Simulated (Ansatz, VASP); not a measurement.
## GeN in VASP and in Ansatz

The input INCAR:

```
ALGO = Normal ; EDIFF = 1E-6
EDIFFG = -0.04 ; ENCUT = 600
GGA = PE ; IBRION = 2
ISIF = 3 ; ISMEAR = 0
LASPH = T ; LCHARG = F
LREAL = F ; LWAVE = F
NELM = 80 ; NSW = 90
PREC = Accurate ; SIGMA = 0.1
```

Contents of KPOINTS:

```
k-points
0
Gamma
  6 6 6
```

Contents of POSCAR:

```
GeN
1.0
    0.0000000000      2.9870284854      2.9870284854
    2.9870284854      0.0000000000      2.9870284854
    2.9870284854      2.9870284854      0.0000000000
Ge N
2 2
Direct
    0.5000000000      0.5000000000      0.5000000000
    0.7500000000      0.7500000000      0.7500000000
    0.0000000000      0.0000000000      0.0000000000
    0.2500000000      0.2500000000      0.2500000000
```

Input for Ansatz:

```yaml
crystal:
  lattice:
    - [0.0, 2.9870284854, 2.9870284854]
    - [2.9870284854, 0.0, 2.9870284854]
    - [2.9870284854, 2.9870284854, 0.0]
  atoms:
    - { symbol: Ge, position: [0.5, 0.5, 0.5] }
    - { symbol: Ge, position: [0.75, 0.75, 0.75] }
    - { symbol: "N", position: [0.0, 0.0, 0.0] }
    - { symbol: "N", position: [0.25, 0.25, 0.25] }
basis:
  ecutwfc: 420
kpoints:
  mp_grid: { grid: [6, 6, 6] }
hamiltonian:
  xc: pbe
scf:
  occupations: { method: gaussian, width: 0.1 }
  lower_state_search: "off"
output:
  forces: true
  stress: true
  eigenvalues: true
relax:
  adjacent_minimum: "off"
  f_tol: 0.04
  max_steps: 70
  cell: { stress_tol: 0.4 }
```

Alike in both runs: task relaxation of cell and atoms; functional PBE; k mesh 6 × 6 × 6; occupations gaussian, width 0.1 eV; no spin polarisation.

```csv
,VASP,Ansatz
version,VASP 6.6.1,Ansatz 0.2.0
potentials or method,"VASP PAW PBE potentials, release 64 (Ge_d, N), cutoff 600 eV","scalar-relativistic, plane waves, PAW"
valence electrons in the cell,38,38
```

```tsv
	VASP	Ansatz	Ansatz less VASP
gap on the k mesh at the Fermi level, each at its own relaxed structure (eV)	none	none	-
relaxed volume (Å³/atom)	12.35	12.40	+0.049
relaxed length of the cell vector where the two differ most in proportion (Å)	4.118	4.124	+0.0054
```

A gap of «none» marks a metal or a gap that the smearing closes.

Noted on VASP's run: too few bands were computed for a metal, which touches its energy and stress.
